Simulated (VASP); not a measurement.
# SnSe (Fm-3m) in VASP: further runs, part 2 of 2

VASP 6.6.1.

## (3) Relaxation of cell and atoms, LDA

This run uses another cell than the first one, of 27.27 Å³/atom, 1.066 times its volume.

INCAR reads:

```
SYSTEM = SnSe
PREC = Accurate
ENCUT = 600
EDIFF = 1E-6
ISMEAR = 0
SIGMA = 0.02
LREAL = .FALSE.
LASPH = .TRUE.
NELM = 100
ALGO = Normal
ISIF = 3
LWAVE = .FALSE.
LCHARG = .FALSE.
IBRION = 2
NSW = 100
EDIFFG = -0.005
```

KPOINTS reads:

```
Automatic mesh
0
G
  8 8 8
  0 0 0
```

POSCAR reads:

```
SnSe
1.0
    0.0000000000      3.0100000000      3.0100000000
    3.0100000000      0.0000000000      3.0100000000
    3.0100000000      3.0100000000      0.0000000000
Sn Se
1 1
Direct
    0.0000000000      0.0000000000      0.0000000000
    0.5000000000      0.5000000000      0.5000000000
```

Potentials or basis: VASP PAW LDA potentials, release 64 (Sn_d, Se).

Launch:

```sh
cat potpaw_LDA.64/Sn_d/POTCAR potpaw_LDA.64/Se/POTCAR > POTCAR
mpirun -np 1 vasp_std > vasp.out
```

Run time: 20 s. Hardware: 1 thread of Intel Xeon 6975P-C (Granite Rapids), shared host; peak memory 0.19 GiB.

Results (log left out):

```
Free energy                            : -9.5100 eV
Relaxed volume                         : 25.63 Å³/atom
Relaxed cell                           : a = 4.170 Å, b = 4.170 Å, c = 4.170 Å, α = 60.00°, β = 60.00°, γ = 60.00°
Space group after relaxing (to 0.05 Å) : Fm-3m (No. 225)
Energy gained by relaxing              : 17.6 meV/atom
Ionic steps                            : 3
Pressure after relaxing                : 0.0 GPa
Band gap on the k mesh                 : 0.77 eV, indirect (least direct gap 0.91 eV)
```

Step by step:
```csv
step,energy change (eV),largest force (eV/Å),pressure (GPa),volume (Å³)
1,0.0000,0.0000,-3.23,54.54
2,-0.0316,0.0000,1.19,50.32
3,-0.0351,0.0000,0.02,51.26
```

Final structure:
```xyz
2
Lattice="0.0000 2.9484 2.9484 2.9484 0.0000 2.9484 2.9484 2.9484 0.0000" Properties=species:S:1:pos:R:3 pbc="T T T"
Sn    0.0000    0.0000    0.0000
Se    2.9484    2.9484    2.9484
```

Levels at points of the mesh, in eV from the valence-band top:
```tsv
k point	band 6	band 7	band 8	band 9	band 10	band 11	band 12	band 13	band 14
(0.00, 0.00, 0.00)	-14.17	-4.85	-2.22	-2.22	-2.22	4.58	4.58	4.58	5.92
(0.50, 0.00, 0.00)	-13.09	-8.30	-1.94	-1.94	-0.01	0.90	1.28	1.28	8.46
(0.50, 0.50, 0.00)	-12.75	-5.99	-5.78	-3.79	-3.79	2.91	5.74	5.74	6.41
```

Caveat: spin-orbit coupling is left out, which moves the levels of the heavy elements. Zero-point motion and thermal expansion aren't in these numbers.

## (4) Single point, LDA

This run uses another cell than the first one, of 19.42 Å³/atom, 0.759 times its volume.

INCAR reads:

```
SYSTEM = SnSe
  ALGO = Normal
  EDIFF = 1E-6
  ENCUT = 520
  GGA = CA
  ISIF = 2
  ISMEAR = 0
  LASPH = .True.
  LCHARG = .True.
  LELF = .True.
  LREAL = .False.
  LVHAR = .True.
  LWAVE = .False.
  NBANDS = 17
  NELM = 80
  PREC = Accurate
  SIGMA = 0.01
```

KPOINTS reads:

```
k-points
0
Gamma
  8 8 8
  0 0 0
```

POSCAR reads:

```
SnSe
1.0
    0.0000000000      2.6877098402      2.6877098402
    2.6877098402      0.0000000000      2.6877098402
    2.6877098402      2.6877098402      0.0000000000
Sn Se
1 1
Direct
    0.0000000000      0.0000000000      0.0000000000
    0.5000000000      0.5000000000      0.5000000000
```

Launch:

```sh
cat potpaw_LDA.64/Sn_d/POTCAR potpaw_LDA.64/Se/POTCAR > POTCAR
mpirun -np 1 vasp_std > vasp.out
```

Wall time 9.9 s (1 thread of Intel Xeon 6975P-C (Granite Rapids), shared host); peak memory 0.14 GiB.

Results (log left out):

```
Free energy            : -8.5789 eV
Pressure               : 30.4 GPa
Band gap on the k mesh : 0.18 eV, indirect (least direct gap 0.31 eV)
```

Levels at points of the mesh, in eV from the valence-band top:
```
           k point  band 7  band 8  band 9  band 10  band 11  band 12  band 13  band 14
(0.00, 0.00, 0.00)   -4.32   -3.89   -3.89    -3.89     4.78     4.78     4.78     4.93
(0.50, 0.00, 0.00)  -10.98   -3.47   -3.47    -1.02     0.18     0.18     1.50     8.64
(0.50, 0.50, 0.00)   -8.84   -6.92   -6.11    -6.11     1.06     6.77     6.77     7.67
```

Caveat: spin-orbit coupling is left out, which moves the levels of the heavy elements.

## (5) Single point, LDA

INCAR reads:

```
PREC = Accurate
ENCUT = 520
EDIFF = 1E-6
ISMEAR = 0
SIGMA = 0.02
LREAL = False
LASPH = True
NELM = 100
ALGO = Normal
ISIF = 2
LWAVE = False
LCHARG = False
GGA = CA
NBANDS = 17
```

KPOINTS reads:

```
regular mesh
0
Gamma
  8 8 8
```

POSCAR reads:

```
SnSe
1.0
    0.0000000000      2.9466477701      2.9466477701
    2.9466477701      0.0000000000      2.9466477701
    2.9466477701      2.9466477701      0.0000000000
Sn Se
1 1
Direct
    0.0000000000      0.0000000000      0.0000000000
    0.5000000000      0.5000000000      0.5000000000
```

Launch:

```sh
cat potpaw_LDA.64/Sn_d/POTCAR potpaw_LDA.64/Se/POTCAR > POTCAR
mpirun -np 1 vasp_std > vasp.out
```

It took 9.2 s on 1 thread of Intel Xeon 6975P-C (Granite Rapids), shared host; peak memory 0.16 GiB.

The run converged. Its results:

```yaml
Free_energy: -9.5097 eV
Pressure: 0.1 GPa
Band_gap_on_the_k_mesh: 0.77 eV, indirect (least direct gap 0.92 eV)
```

Levels at points of the mesh, in eV from the valence-band top:
```csv
k point,band 6,band 7,band 8,band 9,band 10,band 11,band 12,band 13,band 14,band 15
"(0.00, 0.00, 0.00)",-14.19,-4.84,-2.23,-2.23,-2.23,4.59,4.59,4.59,5.92,5.92
"(0.50, 0.00, 0.00)",-13.11,-8.32,-1.95,-1.95,-0.01,0.90,1.27,1.27,8.46,10.43
"(0.50, 0.50, 0.00)",-12.76,-6.00,-5.80,-3.81,-3.81,2.90,5.74,5.74,6.42,10.85
```

Caveat: spin-orbit coupling is left out, which moves the levels of the heavy elements.

## (6) Relaxation of cell and atoms, LDA, target pressure 30 GPa, at which the enthalpy is minimised

INCAR reads:

```
ALGO = Normal
EDIFF = 1E-6
EDIFFG = -0.001
ENCUT = 600
GGA = CA
IBRION = 2
ISIF = 3
ISMEAR = 0
LASPH = True
LCHARG = False
LREAL = False
LWAVE = False
NELM = 100
NSW = 80
PREC = Accurate
PSTRESS = 300.0
SIGMA = 0.01
```

KPOINTS reads:

```
k-points
0
Gamma
  8 8 8
```

POSCAR reads:

```
SnSe
1.0
    0.0000000000      2.9462619150      2.9462619150
    2.9462619150      0.0000000000      2.9462619150
    2.9462619150      2.9462619150      0.0000000000
Sn Se
1 1
Direct
    0.0000000000      0.0000000000      0.0000000000
    0.5000000000      0.5000000000      0.5000000000
```

Potentials or basis: VASP PAW LDA potentials, release 64 (Sn_d, Se).

Launch:

```sh
cat potpaw_LDA.64/Sn_d/POTCAR potpaw_LDA.64/Se/POTCAR > POTCAR
mpirun -np 1 vasp_std > vasp.out
```

Run time: 2.1 min. Hardware: 1 thread of Intel Xeon 6975P-C (Granite Rapids), shared host; peak memory 0.19 GiB.

It converged, with:

```yaml
Free_energy: -8.5947 eV
Relaxed_volume: 19.46 Å³/atom
Relaxed_cell: a = 3.804 Å, b = 3.804 Å, c = 3.804 Å, α = 60.00°, β = 60.00°, γ = 60.00°
Space_group_after_relaxing_to_0.05_Å: Fm-3m (No. 225)
Energy_change_on_relaxing_the_enthalpy_is_what_falls: +457.5 meV/atom
Ionic_steps: 20
Pressure_after_relaxing: 30.0 GPa
Band_gap_on_the_k_mesh: 0.19 eV, indirect (least direct gap 0.31 eV)
```

The path:
| step | energy change (eV) | largest force (eV/Å) | pressure (GPa) | volume (Å³) |
| --- | --- | --- | --- | --- |
| 1 | 0.0000 | 0.0000 | 0.17 | 51.15 |
| 2 | 11.1293 | 0.0000 | 259.39 | 23.38 |
| 3 | 0.6429 | 0.0000 | 23.59 | 40.54 |
| 4 | 0.7910 | 0.0000 | 27.13 | 39.61 |
| 5 | 0.9164 | 0.0000 | 30.03 | 38.90 |
| 6 | 0.8752 | 0.0000 | 29.12 | 39.13 |
| 7 | 0.8774 | 0.0000 | 29.18 | 39.11 |
| 8 | 0.8840 | 0.0000 | 29.36 | 39.08 |
| 9 | 0.8841 | 0.0000 | 29.32 | 39.08 |
| 10 | 0.8845 | 0.0000 | 29.31 | 39.08 |
| 11 | 0.8851 | 0.0000 | 29.36 | 39.07 |
| 12 | 0.8865 | 0.0000 | 29.38 | 39.06 |
| 13 | 0.8892 | 0.0000 | 29.45 | 39.05 |
| 14 | 0.8946 | 0.0000 | 29.59 | 39.02 |
| 15 | 0.9055 | 0.0000 | 29.83 | 38.96 |
| 16 | 0.9275 | 0.0000 | 30.31 | 38.84 |
| 17 | 0.9133 | 0.0000 | 29.99 | 38.92 |
| 18 | 0.9139 | 0.0000 | 29.96 | 38.92 |
| 19 | 0.9207 | 0.0000 | 30.20 | 38.88 |
| 20 | 0.9150 | 0.0000 | 30.00 | 38.91 |

Final structure:
```
Sn Se
1.0
     0.00000    2.68955    2.68955
     2.68955    0.00000    2.68955
     2.68955    2.68955    0.00000
Sn Se
1 1
Direct
  0.00000 0.00000 0.00000
  0.50000 0.50000 0.50000
```

Levels at points of the mesh, in eV from the valence-band top:
```tsv
k point	band 6	band 7	band 8	band 9	band 10	band 11	band 12	band 13	band 14
(0.00, 0.00, 0.00)	-17.35	-4.32	-3.88	-3.88	-3.88	4.78	4.78	4.78	4.93
(0.50, 0.00, 0.00)	-15.48	-10.96	-3.46	-3.46	-1.02	0.19	0.19	1.49	8.63
(0.50, 0.50, 0.00)	-14.65	-8.82	-6.91	-6.09	-6.09	1.07	6.76	6.76	7.65
```

Caveat: the cell is relaxed towards a set pressure, so the enthalpy falls and the energy may rise; the volume moved by over 15 % at a fixed basis, so the end points are rough; spin-orbit coupling is left out, which moves the levels of the heavy elements. LDA usually gives volumes a few per cent too small.

## (7) Summary

```csv
task,cell,cutoff (eV),smearing,gap on the mesh (eV),pressure (GPa)
single point,"a = 4.167 Å, angles 60.0°, 2 atoms",520,gaussian 0.02 eV,0.77,0.1
relaxation of cell and atoms,"relaxed from a = 4.257 Å, angles 60.0°, 2 atoms",600,gaussian 0.02 eV,0.77,0.0
single point,"a = 3.801 Å, angles 60.0°, 2 atoms",520,gaussian 0.01 eV,0.18,30.4
relaxation of cell and atoms,"relaxed to 30 GPa from a = 4.167 Å, angles 60.0°, 2 atoms",600,gaussian 0.01 eV,0.19,30.0
```

Alike in all rows: level LDA; potentials or basis VASP PAW LDA potentials, release 64 (Sn_d, Se); no spin polarisation; k mesh 8 × 8 × 8.

Caveats: spin-orbit coupling is left out, which moves the levels of the heavy elements; the cell is relaxed towards a set pressure, so the enthalpy falls and the energy may rise (some runs); the volume moved by over 15 % at a fixed basis, so the end points are rough (some runs).

Absolute energies hang on the potentials; compare differences alone.
